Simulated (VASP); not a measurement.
# BeTe (F-43m) in VASP: notebook

The runs below take BeTe through single point, with LDA.

All numbers are computed with VASP 6.6.1; they aren't measurements. Logs are shortened: lines on timing, memory, paths and dates and some standing lists are left out, and cuts for length are marked.

## Step 1: The cell of the first run

The structure is cubic, space group F-43m (No. 216). Conventional cell: a = 5.540 Å, b = 5.540 Å, c = 5.540 Å, α = 90.00°, β = 90.00°, γ = 90.00°. Be (site symmetry -43m) has 4 Te at 2.40 Å within 3.2 Å. Within 3.2 Å of Te (site symmetry -43m) lie 4 Be at 2.40 Å.

## Step 2: Single point, LDA

Input file INCAR:

```
PREC     = Accurate       # precision mode
ENCUT    = 520            # plane-wave cutoff, eV
EDIFF    = 1E-6           # SCF threshold, eV
ISMEAR   = 0              # smearing method
SIGMA    = 0.05           # smearing width, eV
LREAL    = F              # projectors in reciprocal space
LASPH    = T              # aspherical terms in the spheres
NELM     = 60             # most SCF steps
ALGO     = Normal         # electronic algorithm
ISIF     = 2              # what is computed and relaxed
LWAVE    = F              # write WAVECAR
LCHARG   = F              # write CHGCAR
NBANDS   = 11             # bands
```

Input file KPOINTS:

```
Automatic mesh
0
Gamma
  8 8 8
```

Input file POSCAR:

```
BeTe
1.0
    0.0000000000      2.7700000000      2.7700000000
    2.7700000000      0.0000000000      2.7700000000
    2.7700000000      2.7700000000      0.0000000000
Be Te
1 1
Direct
    0.0000000000      0.0000000000      0.0000000000
    0.7500000000      0.7500000000      0.7500000000
```

Potentials or basis: VASP PAW LDA potentials, release 64 (Be, Te).

On the command line:

```
$ cat potpaw_LDA.64/Be/POTCAR potpaw_LDA.64/Te/POTCAR > POTCAR
$ mpirun -np 1 vasp_std > vasp.out
```

OUTCAR:

```text
PREC = Accurate
   ENCUT = 520
   EDIFF = 1E-6
   ISMEAR = 0
   LREAL = F
   LASPH = T
   NELM = 60
   ISIF = 2

 ion  position               nearest neighbor table
   1  0.000  0.000  0.000-   2 2.40   2 2.40   2 2.40   2 2.40
   2  0.750  0.750  0.750-   1 2.40   1 2.40   1 2.40   1 2.40

  LATTYP: Found a face centered cubic cell.
 ALAT       =     5.5400000000

  Lattice vectors:

 A1 = (   0.0000000000,   2.7700000000,   2.7700000000)
 A2 = (   2.7700000000,   0.0000000000,   2.7700000000)
 A3 = (   2.7700000000,   2.7700000000,   0.0000000000)

Analysis of symmetry for initial positions (statically):
=====================================================================
 Subroutine PRICEL returns:
 Original cell was already a primitive cell.

 Routine SETGRP: Setting up the symmetry group for a
 face centered cubic supercell.

 Subroutine GETGRP returns: Found 24 space group operations
 (whereof 24 operations were pure point group operations)
 out of a pool of 48 trial point group operations.

The static configuration has the point symmetry T_d .

Analysis of symmetry for dynamics (positions and initial velocities):
=====================================================================
 Subroutine PRICEL returns:
 Original cell was already a primitive cell.

 Routine SETGRP: Setting up the symmetry group for a
 face centered cubic supercell.

 Subroutine GETGRP returns: Found 24 space group operations
 (whereof 24 operations were pure point group operations)
 out of a pool of 48 trial point group operations.

The dynamic configuration has the point symmetry T_d .

 Subroutine INISYM returns: Found 24 space group operations
 (whereof 24 operations are pure point group operations),
 and found     1 'primitive' translations

----------------------------------------------------------------------------------------

                                     Primitive cell

  volume of cell :      42.5079

  direct lattice vectors                    reciprocal lattice vectors
     0.000000000  2.770000000  2.770000000    -0.180505415  0.180505415  0.180505415
     2.770000000  0.000000000  2.770000000     0.180505415 -0.180505415  0.180505415
     2.770000000  2.770000000  0.000000000     0.180505415  0.180505415 -0.180505415

  length of vectors
     3.917371568  3.917371568  3.917371568     0.312644550  0.312644550  0.312644550

  position of ions in fractional coordinates (direct lattice)
     0.000000000  0.000000000  0.000000000
     0.750000000  0.750000000  0.750000000

  ion indices of the primitive-cell ions
   primitive index   ion index
                 1           1
                 2           2

----------------------------------------------------------------------------------------

 KPOINTS: Automatic mesh

Automatic generation of k-mesh.
 Grid dimensions read from file:
 generate k-points for:    8    8    8

 Generating k-lattice:

  Cartesian coordinates                     Fractional coordinates (reciprocal lattice)
    -0.022563177  0.022563177  0.022563177     0.125000000  0.000000000  0.000000000
     0.022563177 -0.022563177  0.022563177     0.000000000  0.125000000  0.000000000
     0.022563177  0.022563177 -0.022563177     0.000000000  0.000000000  0.125000000

  Length of vectors
     0.039080569  0.039080569  0.039080569

  Shift w.r.t. Gamma in fractional coordinates (k-lattice)
     0.000000000  0.000000000  0.000000000

 Subroutine IBZKPT returns following result:
 ===========================================

 Found     29 irreducible k-points:

 Following reciprocal coordinates:
            Coordinates               Weight
  0.000000  0.000000  0.000000      1.000000
  0.125000  0.000000  0.000000      8.000000
  0.250000  0.000000  0.000000      8.000000
  0.375000  0.000000  0.000000      8.000000
  0.500000  0.000000  0.000000      4.000000
  0.125000  0.125000  0.000000      6.000000
[... 16 lines left out ...]
  0.500000  0.250000  0.125000     48.000000
 -0.375000  0.250000  0.125000     24.000000
 [... further k-points ...]
   k-points           NKPTS =     29   k-points in BZ     NKDIM =     29   number of bands    NBANDS=     11
   number of dos      NEDOS =    301   number of ions     NIONS =      2
   total plane-waves  NPLWV =  27000
   dimension x,y,z NGX =    30 NGY =   30 NGZ =   30
   dimension x,y,z NGXF=    60 NGYF=   60 NGZF=   60
   ions per type =               1   1
   NGX,Y,Z   is equivalent  to a cutoff of  12.73, 12.73, 12.73 a.u.
   NGXF,Y,Z  is equivalent  to a cutoff of  25.46, 25.46, 25.46 a.u.
 SYSTEM =  unknown system
   PREC   = accura    normal or accurate (medium, high low for compatibility)
   ISTART =      0    job   : 0-new  1-cont  2-samecut
   ICHARG =      2    charge: 1-file 2-atom 10-const
   ISPIN  =      1    spin polarized calculation?
   LNONCOLLINEAR =      F non collinear calculations
   LSORBIT =      F    spin-orbit coupling
   LASPH  =      T    aspherical Exc in radial PAW
   ENCUT  =  520.0 eV  38.22 Ry    6.18 a.u.   7.28  7.28  7.28*2*pi/ulx,y,z
   NELM   =     60;   NELMIN=  2; NELMDL= -5     # of ELM steps
   EDIFF  = 0.1E-05   stopping-criterion for ELM
   LREAL  =      F    real-space projection
   EDIFFG = 0.1E-04   stopping-criterion for IOM
   NSW    =      0    number of steps for IOM
   IBRION =     -1    ionic relax: 0-MD 1-quasi-New 2-CG
   NFREE  =      0    steps in history (QN), initial steepest desc. (CG)
   ISIF   =      2    stress and relaxation
   ISYM   =      2    0-nonsym 1-usesym 2-fastsym
   POTIM  = 0.5000    time-step for ionic-motion
   TEBEG  =    0.0;   TEEND  =   0.0 temperature during run
   PSTRESS=    0.0 pullay stress
   NELECT =       8.0000    total number of electrons
   NUPDOWN=      -1.0000    fix difference up-down
   EMIN   =  10.00;   EMAX   =-10.00  energy-range for DOS
   EFERMI =   0.00;   METHOD = LEGACY
   ISMEAR =     0;   SIGMA  =   0.05  broadening in eV -4-tet -1-fermi 0-gaus
   EFERMI_NEDOS =   21; number of points for ismear=-14 and -15
   IALGO  =     38    algorithm
   IMIX   =      4    mixing-type and parameters
     AMIX     =   0.40;   BMIX     =  1.00
     AMIX_MAG =   1.60;   BMIX_MAG =  1.00
  volume/ion in A,a.u.               =      21.25       143.43
  Fermi-wavevector in a.u.,A,eV,Ry     =   0.938170  1.772885 11.975354  0.880164
  Thomas-Fermi vector in A             =   2.065355
   LORBIT       =      0    0 simple, 1 ext, 2 COOP (PROOUT), +10 PAW based schemes
   GGA     = CA    functional components
   LHFCALC =     F    Hartree Fock is set to
   AEXX    =    0.0000 exact exchange contribution
   IVDW    =     0    specifies the selected vdW correction
   LEPSILON=     F    determine dielectric tensor
   LRPA    =     F    only Hartree local field effects (RPA)
 non-spin polarized calculation
 Gauss-broadening in eV      SIGMA  =   0.05
  energy-cutoff  :      520.00
  volume of cell :       42.51
 maximum number of plane-waves:      1162
 NGX is ok and might be reduce to    30
   NGX = 15   NGY = 15   NGZ = 15

 number of electron       8.0000000 magnetization

 Free energy of the ion-electron system (eV)
  ---------------------------------------------------
  ext. energy  EPLUGINS =         0.00000000
  ---------------------------------------------------
  free energy    TOTEN  =        -8.72537240 eV

  energy without entropy =       -8.72537240  energy(sigma->0) =       -8.72537240

 E-fermi :   5.7950     XC(G=0):  -9.4621

 val. band max:        5.5112329012   @ k =   0.0000   0.0000   0.0000
 cond. band min:       7.2616976828   @ k =   0.5000   0.5000   0.0000
 fundamental gap:      1.7504647816
 Fermi energy:         5.7950476443

 k-point     1 :       0.0000    0.0000    0.0000
  band No.  band energies     occupation
      1      -7.1408      2.00000
      2       5.5112      2.00000
      3       5.5112      2.00000
      4       5.5112      2.00000
      5       9.0533      0.00000
      6       9.0533      0.00000
      7       9.0533      0.00000
      8       9.6020      0.00000
      9      13.7661      0.00000
     10      15.8513      0.00000
     11      15.8513      0.00000

 k-point     2 :       0.1250    0.0000    0.0000
  band No.  band energies     occupation
      1      -6.9833      2.00000
      2       4.1278      2.00000
      3       5.2539      2.00000
      4       5.2539      2.00000
      5       9.0776      0.00000
      6       9.4199      0.00000
      7       9.4199      0.00000
      8      10.8537      0.00000
      9      14.1664      0.00000
     10      14.8253      0.00000
     11      14.8253      0.00000

 k-point     3 :       0.2500    0.0000    0.0000
  band No.  band energies     occupation
      1      -6.5462      2.00000
      2       2.0174      2.00000
      3       4.7822      2.00000
      4       4.7822      2.00000
      5       8.8997      0.00000
      6       9.9681      0.00000
      7       9.9681      0.00000
      8      12.6912      0.00000
      9      14.5049      0.00000
     10      14.5420      0.00000
     11      14.5420      0.00000

 k-point     4 :       0.3750    0.0000    0.0000
  band No.  band energies     occupation
      1      -5.9822      2.00000
      2       0.3385      2.00000
      3       4.4239      2.00000
      4       4.4239      2.00000
      5       8.7523      0.00000
      6      10.0845      0.00000
      7      10.0845      0.00000
      8      13.2213      0.00000
      9      15.4140      0.00000
     10      15.6368      0.00000
     11      15.6368      0.00000
[... 239 lines left out ...]
 k-point    22 :       0.3750    0.2500    0.1250
  band No.  band energies     occupation
      1      -6.1834      2.00000
      2       1.7798      2.00000
      3       3.0972      2.00000
      4       4.1932      2.00000
      5       9.0248      0.00000
      6      10.5079      0.00000
      7      10.7931      0.00000
      8      11.8719      0.00000
      9      14.6927      0.00000
     10      16.0974      0.00000
     11      16.7769      0.00000

 k-point    23 :       0.5000    0.2500    0.1250
  band No.  band energies     occupation
      1      -5.6800      2.00000
      2       0.6488      2.00000
      3       2.5464      2.00000
      4       3.6989      2.00000
      5       9.4878      0.00000
      6      10.2105      0.00000
      7      11.4584      0.00000
      8      12.5057      0.00000
      9      15.3879      0.00000
     10      15.9506      0.00000
     11      17.8402      0.00000

 k-point    24 :      -0.3750    0.2500    0.1250
  band No.  band energies     occupation
      1      -5.4219      2.00000
      2       0.1116      2.00000
      3       2.4415      2.00000
      4       3.4565      2.00000
      5       9.6270      0.00000
      6       9.9246      0.00000
      7      12.2836      0.00000
      8      13.3430      0.00000
      9      14.0023      0.00000
     10      17.1088      0.00000
     11      17.4764      0.00000

 [... further k-points ...]
[... 5 lines left out ...]
  --------------------------------------------------------------------------------------
  -------------------------------------------------------------------------------------
  Total        0.2118744      0.2118744      0.2118744      0.0000000      0.0000000     -0.0000000
  in kB        7.9858234      7.9858234      7.9858234      0.0000000      0.0000000     -0.0000000
  external PRESSURE =       7.9858234 kB  Pullay stress =       0.0000000 kB

 VOLUME and BASIS-vectors are now :
 -----------------------------------------------------------------------------
  energy-cutoff  :      520.00
  volume of cell :       42.51
      direct lattice vectors                 reciprocal lattice vectors
     0.000000000  2.770000000  2.770000000    -0.180505415  0.180505415  0.180505415
     2.770000000  0.000000000  2.770000000     0.180505415 -0.180505415  0.180505415
     2.770000000  2.770000000  0.000000000     0.180505415  0.180505415 -0.180505415

 POSITION                                       TOTAL-FORCE (eV/Angst)
 -----------------------------------------------------------------------------------
      0.00000      0.00000      0.00000         0.000000      0.000000      0.000000
      4.15500      4.15500      4.15500        -0.000000     -0.000000     -0.000000
 -----------------------------------------------------------------------------------
    total drift:                               -0.000000     -0.000000     -0.000000

  FREE ENERGIE OF THE ION-ELECTRON SYSTEM (eV)
  ---------------------------------------------------
  free  energy   TOTEN  =        -8.7253724026 eV

  energy  without entropy=       -8.7253724026  energy(sigma->0) =       -8.72537240
```

It took 7 s on 1 thread of AMD EPYC 9R45 (Zen 5), shared host; peak memory 0.12 GiB.

Results:

```yaml
Free_energy: -8.7254 eV
Pressure: 0.8 GPa
Band_gap_on_the_k_mesh: 1.75 eV, indirect (least direct gap 3.54 eV)
```

Caveat: spin-orbit coupling is left out, which moves the levels of the heavy elements. A k mesh can miss the band edges.

## Step 3: Single point, LDA

Input file INCAR:

```
SYSTEM = BeTe
PREC = Accurate
ENCUT = 520
EDIFF = 1E-6
ISMEAR = 0
SIGMA = 0.05
LREAL = .FALSE.
LASPH = .TRUE.
NELM = 100
ALGO = Normal
ISIF = 2
LWAVE = .FALSE.
LCHARG = .TRUE.
GGA = CA
LELF = .TRUE.
LVHAR = .TRUE.
NBANDS = 11
```

Input file KPOINTS:

```
Automatic mesh
0
G
  10 10 10
  0 0 0
```

POSCAR is that of step 2.

Potentials or basis: VASP PAW LDA potentials, release 64 (Be, Te).

On the command line:

```
$ cat potpaw_LDA.64/Be/POTCAR potpaw_LDA.64/Te/POTCAR > POTCAR
$ mpirun -np 1 vasp_std > vasp.out
```

Run time: 12 s. Hardware: 1 thread of AMD EPYC 9R45 (Zen 5), shared host; peak memory 0.13 GiB.

It converged, with:

```
Free energy            : -8.7260 eV
Pressure               : 0.8 GPa
Band gap on the k mesh : 1.75 eV, indirect (least direct gap 3.54 eV)
```

Levels at points of the mesh, in eV from the valence-band top:
| k point | band 2 | band 3 | band 4 | band 5 | band 6 | band 7 |
| --- | --- | --- | --- | --- | --- | --- |
| (0.00, 0.00, 0.00) | 0.00 | 0.00 | 0.00 | 3.54 | 3.54 | 3.54 |
| (0.50, 0.00, 0.00) | -5.86 | -1.22 | -1.22 | 3.19 | 4.53 | 4.53 |
| (0.50, 0.50, 0.00) | -5.35 | -2.83 | -2.83 | 1.75 | 2.58 | 9.91 |

Caveat: spin-orbit coupling is left out, which moves the levels of the heavy elements.
